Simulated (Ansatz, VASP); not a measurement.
MgSe: VASP beside Ansatz

POSCAR

```
MgSe
1.0
    0.0000000000      2.7362693762      2.7362693762
    2.7362693762      0.0000000000      2.7362693762
    2.7362693762      2.7362693762      0.0000000000
Mg Se
1 1
Direct
    0.0000000000      0.0000000000      0.0000000000
    0.5000000000      0.5000000000      0.5000000000
```

Contents of INCAR.step1:

```
SYSTEM = MgSe
PREC = Accurate ; ENCUT = 660
ISMEAR = 0 ; SIGMA = 0.01
LREAL = .False. ; LASPH = .True.
NELM = 120 ; NBANDS = 11
GGA = PE ; ALGO = Normal
EDIFF = 1E-5 ; LWAVE = .True.
LCHARG = .False. ; GGA_COMPAT = .False.
```

INCAR.step2

```
SYSTEM = MgSe
PREC = Accurate ; ENCUT = 660
EDIFF = 1E-6 ; ISMEAR = 0
SIGMA = 0.01 ; LREAL = .False.
LASPH = .True. ; NELM = 120
ALGO = Normal ; ISIF = 2
LWAVE = .False. ; LCHARG = .False.
METAGGA = R2SCAN ; LMIXTAU = .True.
NBANDS = 11 ; ISTART = 1
GGA_COMPAT = .False.
```

The input KPOINTS:

```
Automatic mesh
0
Gamma
  8 8 8
  0 0 0
```

Input for Ansatz:

```yaml
crystal:
  lattice:
    - [0.0, 2.7362693762, 2.7362693762]
    - [2.7362693762, 0.0, 2.7362693762]
    - [2.7362693762, 2.7362693762, 0.0]
  atoms:
    - { symbol: Mg, position: [0.0, 0.0, 0.0] }
    - { symbol: Se, position: [0.5, 0.5, 0.5] }
kpoints:
  mp_grid: { grid: [8, 8, 8] }
hamiltonian:
  xc: r2scan
scf:
  occupations: { method: fixed }
output:
  optics: { e_range: [0, 14], de: 0.05, sigma: 0.1, bands: auto }
  write_density: true
  write_potential: true
  elf: true
  volumetric_format: npy
```

Alike in both runs: task single point; functional r2SCAN; k mesh 8 × 8 × 8; no spin polarisation.

|  | VASP | Ansatz |
| --- | --- | --- |
| version | VASP 6.6.1 | Ansatz 0.2.0 |
| potentials or method | VASP PAW PBE potentials, release 64 (Mg, Se) | plane waves, PAW |
| plane-wave cutoff (eV) | 660 | 500 |
| occupations | gaussian, width 0.01 eV | fixed |
| valence electrons in the cell | 8 | 26 |

```csv
,VASP,Ansatz,Ansatz less VASP
gap on the k mesh at the Fermi level (eV),2.44,2.48,+0.037
```

VASP's potentials were made for PBE, not for r2SCAN. VASP's potentials hold 8 valence electrons a cell and Ansatz's 26, so a difference there can come from the potentials and not from the codes.
